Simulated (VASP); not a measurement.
Input of a VASP 6.6.1 run:

File INCAR:

```
PREC = Accurate
ENCUT = 520
EDIFF = 1E-6
ISMEAR = 0
SIGMA = 0.1
LREAL = False
LASPH = True
NELM = 60
ALGO = Fast
ISIF = 2
LWAVE = False
LCHARG = True
GGA = PE
LELF = True
LVHAR = True
NBANDS = 26
```

The input KPOINTS:

```
Automatic mesh
0
Gamma
  8 6 6
```

POSCAR

```
Rb
1.0
    4.7253701709      0.0000000000      0.0000000000
    0.0000000000      8.2773020792      0.0000000000
    0.0000000000      0.0000000000      8.5338696995
Rb
4
Direct
    0.0000000000      0.1636103174      0.2500000000
    0.5000000000      0.3363896826      0.7500000000
    0.5000000000      0.6636103174      0.2500000000
    0.0000000000      0.8363896826      0.7500000000
```

Potentials or basis: VASP PAW PBE potentials, release 64 (Rb_sv).

Launch:

```bash
$ cat potpaw_PBE.64/Rb_sv/POTCAR > POTCAR
$ mpirun -np 1 vasp_std > vasp.out
```

**Question.** What does it give for the band gap on the k mesh?

**Answer.** Zero (bands 18 and 19 overlap by 1.51 eV).

**Question.** Predict the pressure.

**Answer.** 0.3 GPa.

Stress tensor (GPa, compression positive):
```
0.50 0.00 0.00
0.00 0.45 0.00
0.00 0.00 0.00
```

Caveat: the cell differs from its parent crystal (biaxial strain in the a-b plane: -6.0 %, then relaxed in part).
